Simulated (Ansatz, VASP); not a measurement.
## Nb in VASP and in Ansatz

The input INCAR:

```
ALGO = Normal
EDIFF = 1E-7
ENCUT = 520
GGA = RE
ISIF = 2
ISMEAR = -1
LASPH = T
LCHARG = F
LREAL = F
LWAVE = F
NBANDS = 20
NELM = 100
PREC = Accurate
SIGMA = 0.1
```

Contents of KPOINTS:

```
k-points
0
Gamma
  14 14 7
```

The input POSCAR:

```
Nb
1.0
    2.9571081389      0.0000000000      0.0000000000
   -1.4785540695      2.5609307700      0.0000000000
    0.0000000000      0.0000000000      5.4003126748
Nb
2
Direct
    0.3333333333      0.6666666667      0.2500000000
    0.6666666667      0.3333333333      0.7500000000
```

Input for Ansatz:

```yaml
crystal:
  lattice:
    - [2.9571081389, 0.0, 0.0]
    - [-1.4785540695, 2.56093077, 0.0]
    - [0.0, 0.0, 5.4003126748]
  atoms:
    - { symbol: Nb, position: [0.3333333333, 0.6666666667, 0.25] }
    - { symbol: Nb, position: [0.6666666667, 0.3333333333, 0.75] }
hamiltonian:
  xc: revpbe
  pseudopotentials:
    kind: paw
    azcp:
      Nb: "pseudopotentials/Nb.paw.azcp"
basis:
  ecutwfc: 420
  fft_grid_basis: typed
kpoints:
  mp_grid: { grid: [14, 14, 7], shift: [0, 0, 0] }
magnetization:
  spin_polarized: false
scf:
  occupations: { method: fermi_dirac, width: 0.1 }
  lower_state_search: "off"
output:
  stress: true
```

Alike in both runs: task single point; functional revPBE; k mesh 14 × 14 × 7; occupations fermi-dirac, width 0.1 eV; no spin polarisation.

|  | VASP | Ansatz |
| --- | --- | --- |
| version | VASP 6.6.1 | Ansatz 0.2.0 |
| potentials or method | VASP PAW PBE potentials, release 64 (Nb_sv), cutoff 520 eV | plane waves (420 eV) with PAW, scalar-relativistic |
| valence electrons in the cell | 26 | 26 |

|  | VASP | Ansatz | Ansatz less VASP |
| --- | --- | --- | --- |
| pressure (GPa) | -10.7 | -10.4 | +0.27 |
| traceless stress, the component that is largest in VASP (GPa) | 0.74 | 0.77 | +0.029 |

VASP's potentials were made for PBE, not for revPBE. The functional is the same, so the differences come from potentials, cutoffs and numerics.
